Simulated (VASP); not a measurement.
A run of VASP 6.6.1 is set up as follows.

File POSCAR:

```
GaSb
1.0
    0.0000000000      3.0658787986      3.0658787986
    3.0658787986      0.0000000000      3.0658787986
    3.0658787986      3.0658787986      0.0000000000
Ga Sb
1 1
Direct
    0.0000000000      0.0000000000      0.0000000000
    0.2500000000      0.2500000000      0.2500000000
```

Contents of INCAR.step1:

```
SYSTEM = GaSb
PREC = Accurate
ENCUT = 550
ISMEAR = -1
SIGMA = 0.02
LREAL = .FALSE.
LASPH = .TRUE.
NELM = 120
NBANDS = 21
GGA = PE
ALGO = Normal
EDIFF = 1E-5
LWAVE = .TRUE.
LCHARG = .FALSE.
GGA_COMPAT = .FALSE.
```

File INCAR.step2:

```
SYSTEM = GaSb
PREC = Accurate
ENCUT = 550
EDIFF = 1E-6
ISMEAR = -1
SIGMA = 0.02
LREAL = .FALSE.
LASPH = .TRUE.
NELM = 120
ALGO = Normal
ISIF = 2
LWAVE = .FALSE.
LCHARG = .FALSE.
METAGGA = R2SCAN
LMIXTAU = .TRUE.
NBANDS = 21
ISTART = 1
GGA_COMPAT = .FALSE.
```

Contents of KPOINTS:

```
Automatic mesh
0
G
  3 3 3
  0 0 0
```

Potentials or basis: VASP PAW PBE potentials, release 64 (Ga_d, Sb_d_GW).

The run is started by

```sh
$ cat potpaw_PBE.64/Ga_d/POTCAR potpaw_PBE.64/Sb_d_GW/POTCAR > POTCAR
$ cp INCAR.step1 INCAR
$ mpirun -np 1 vasp_std > vasp.out
$ cp INCAR.step2 INCAR
$ mpirun -np 1 vasp_std > vasp.out
```

(1) Predict the band gap on the k mesh.

(2) Estimate the pressure.

Answers

(1) 0.39 eV.

(2) 0.9 GPa.

Caveat: the k points lie up to 0.59 Å⁻¹ apart; semilocal functionals underestimate gaps, and a narrow one can read as zero; the PAW data sets were made with another functional, which shifts forces and pressure a little; spin-orbit coupling is left out, which moves the levels of the heavy elements; an odd mesh through Γ misses points on the zone boundary, where band edges can lie.
